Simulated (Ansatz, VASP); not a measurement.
NaCl: VASP beside Ansatz

```
Na Cl
1.0
     0.00000    2.80270    2.80270
     2.80270    0.00000    2.80270
     2.80270    2.80270    0.00000
Na Cl
1 1
Direct
  0.00000 0.00000 0.00000
  0.50000 0.50000 0.50000
```

Alike in both runs: task single point; functional LDA; k mesh 8 × 8 × 8; no spin polarisation.

|  | VASP | Ansatz |
| --- | --- | --- |
| version | VASP 6.6.1 | Ansatz 0.2.0 |
| potentials or method | VASP PAW LDA potentials, release 64 (Na_pv, Cl) | plane waves, PAW |
| plane-wave cutoff (eV) | 520 | 420 |
| occupations | gaussian, width 0.01 eV | fixed |
| valence electrons in the cell | 14 | 16 |

VASP gave:

* gap on the k mesh at the Fermi level (eV): 4.77
* pressure (GPa): -2.1

Q: What did Ansatz give for the same quantities?

A: gap on the k mesh at the Fermi level (eV): 4.76; pressure (GPa): -2.0.

LDA's correlation is that of Perdew and Zunger in VASP and of Perdew and Wang (1992) in Ansatz. VASP's potentials hold 14 valence electrons a cell and Ansatz's 16, so a difference there can come from the potentials and not from the codes.
